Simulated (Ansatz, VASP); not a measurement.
**Two plane-wave programs on Zr2Nb**

File INCAR:

```
SYSTEM = Zr2Nb
ALGO = Normal ; EDIFF = 1E-7
EDIFFG = -0.04 ; ENCUT = 600
GGA = PE ; IBRION = 2
ISIF = 3 ; ISMEAR = 0
LASPH = .TRUE. ; LCHARG = .FALSE.
LREAL = .FALSE. ; LWAVE = .FALSE.
NELM = 80 ; NSW = 90
PREC = Accurate ; SIGMA = 0.1
```

File KPOINTS:

```
k-points
0
G
  4 4 4
  0 0 0
```

Contents of POSCAR:

```
Zr2Nb
1.0
    0.0000000000      3.6536912913      3.6536912913
    3.6536912913      0.0000000000      3.6536912913
    3.6536912913      3.6536912913      0.0000000000
Zr Nb
4 2
Direct
    0.6250000000      0.6250000000      0.6250000000
    0.1250000000      0.6250000000      0.6250000000
    0.6250000000      0.6250000000      0.1250000000
    0.6250000000      0.1250000000      0.6250000000
    0.0000000000      0.0000000000      0.0000000000
    0.2500000000      0.2500000000      0.2500000000
```

Input for Ansatz:

```yaml
crystal:
  lattice:
    - [0.0, 3.6536912913, 3.6536912913]
    - [3.6536912913, 0.0, 3.6536912913]
    - [3.6536912913, 3.6536912913, 0.0]
  atoms:
    - { symbol: Zr, position: [0.625, 0.625, 0.625] }
    - { symbol: Zr, position: [0.125, 0.625, 0.625] }
    - { symbol: Zr, position: [0.625, 0.625, 0.125] }
    - { symbol: Zr, position: [0.625, 0.125, 0.625] }
    - { symbol: Nb, position: [0.0, 0.0, 0.0] }
    - { symbol: Nb, position: [0.25, 0.25, 0.25] }
basis:
  ecutwfc: 420
kpoints:
  mp_grid: { grid: [4, 4, 4] }
hamiltonian:
  xc: pbe
scf:
  occupations: { method: gaussian, width: 0.1 }
  lower_state_search: "off"
output:
  forces: true
  stress: true
  eigenvalues: true
relax:
  adjacent_minimum: "off"
  f_tol: 0.04
  max_steps: 70
  cell: { stress_tol: 0.4 }
```

Alike in both runs: task relaxation of cell and atoms; functional PBE; k mesh 4 × 4 × 4; occupations gaussian, width 0.1 eV; no spin polarisation.

|  | VASP | Ansatz |
| --- | --- | --- |
| version | VASP 6.6.1 | Ansatz 0.2.0 |
| potentials or method | VASP PAW PBE potentials, release 64 (Zr_sv, Nb_sv), cutoff 600 eV | scalar-relativistic, plane waves, PAW |
| valence electrons in the cell | 74 | 74 |

```tsv
	VASP	Ansatz	Ansatz less VASP
gap on the k mesh at the Fermi level, each at its own relaxed structure (eV)	none	none	-
relaxed volume (Å³/atom)	21.52	21.52	-0.002
relaxed length of the cell vector where the two differ most in proportion (Å)	5.673	5.673	-0.0002
```

A gap of «none» marks a metal or a gap that the smearing closes.

The k mesh is coarse, so the values compare programs but aren't converged. Noted on VASP's run: the volume moved by over 15 % at a fixed basis, so the end points are rough.
